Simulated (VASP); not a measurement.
The system is Ta3B2N.

```
CELL_PARAMETERS angstrom
4.93940 0.00000 0.00000
-2.46970 4.27764 0.00000
0.00000 0.00000 4.12510
ATOMIC_POSITIONS crystal
Ta 0.50000 0.00000 0.39102
Ta 0.00000 0.50000 0.39102
Ta 0.50000 0.50000 0.39102
B 0.33333 0.66667 0.64991
B 0.66667 0.33333 0.64991
N 0.00000 0.00000 0.83394
```

* Program: VASP 6.6.1
* Task: relaxation of cell and atoms
* Functional: PBE
* Potentials or basis: VASP PAW PBE potentials, release 64 (Ta_pv, B, N)
* Cutoff: 600 eV
* k mesh: 6 × 6 × 4
* Occupations: gaussian, width 0.1 eV
* Spin: no spin polarisation

At the start: pressure 80.2 GPa; volume 14.53 Å³/atom.

Where does the relaxation end?

Over 25 steps the energy falls by 3648.4 meV/atom and the volume is 14.51 Å³/atom (-0.1 %); space group P6/mmm (No. 191, to 0.05 Å).

The path:
| step | energy change (eV) | largest force (eV/Å) | pressure (GPa) | volume (Å³) |
| --- | --- | --- | --- | --- |
| 1 | 0.0000 | 17.2438 | 80.23 | 87.16 |
| 2 | 0.9294 | 1.6992 | -22.49 | 212.53 |
| 3 | -3.1629 | 0.6058 | -26.47 | 180.73 |
| 4 | -7.1664 | 0.5826 | -28.36 | 155.91 |
| 5 | -12.1226 | 1.3140 | -15.84 | 118.37 |
| 6 | -12.1552 | 2.2150 | -7.95 | 111.52 |
| 7 | -12.2079 | 1.8071 | -11.55 | 114.34 |
| 8 | -16.3654 | 2.9273 | -8.85 | 99.38 |
| 9 | -19.3369 | 1.6530 | 12.87 | 83.61 |
| 10 | -18.9194 | 3.6293 | 2.07 | 90.54 |
| 11 | -19.6814 | 1.4714 | 6.65 | 86.31 |
| 12 | -19.7849 | 1.7605 | -7.06 | 93.03 |
| 13 | -19.8227 | 1.6789 | -2.82 | 90.66 |
| 14 | -20.0368 | 2.0969 | -3.36 | 90.76 |
| 15 | -20.7807 | 2.2290 | -4.92 | 91.01 |
| 16 | -21.6940 | 0.5811 | -7.83 | 91.39 |
| 17 | -21.8745 | 0.2539 | 1.37 | 86.48 |
| 18 | -21.8745 | 0.2528 | 1.36 | 86.47 |
| 19 | -21.8840 | 0.1562 | 0.85 | 86.72 |
| 20 | -21.8855 | 0.2113 | 0.55 | 86.86 |
| 21 | -21.8887 | 0.0863 | -0.37 | 87.30 |
| 22 | -21.8889 | 0.0629 | -0.60 | 87.40 |
| 23 | -21.8899 | 0.0459 | -0.04 | 87.15 |
| 24 | -21.8899 | 0.0458 | -0.03 | 87.14 |
| 25 | -21.8902 | 0.0361 | 0.10 | 87.09 |

Final structure:
```xyz
6
Lattice="5.5327 0.0000 0.0000 -2.7664 4.7915 0.0000 0.0000 0.0000 3.2852" Properties=species:S:1:pos:R:3 pbc="T T T"
Ta    2.7664    0.0000    0.7175
Ta   -1.3832    2.3957    0.7175
Ta    1.3832    2.3957    0.7175
B     0.0000    3.1943    2.3599
B     2.7664    1.5972    2.3599
N     0.0000    0.0000    0.7060
```

Caveat: the k points lie up to 0.48 Å⁻¹ apart in the final cell.
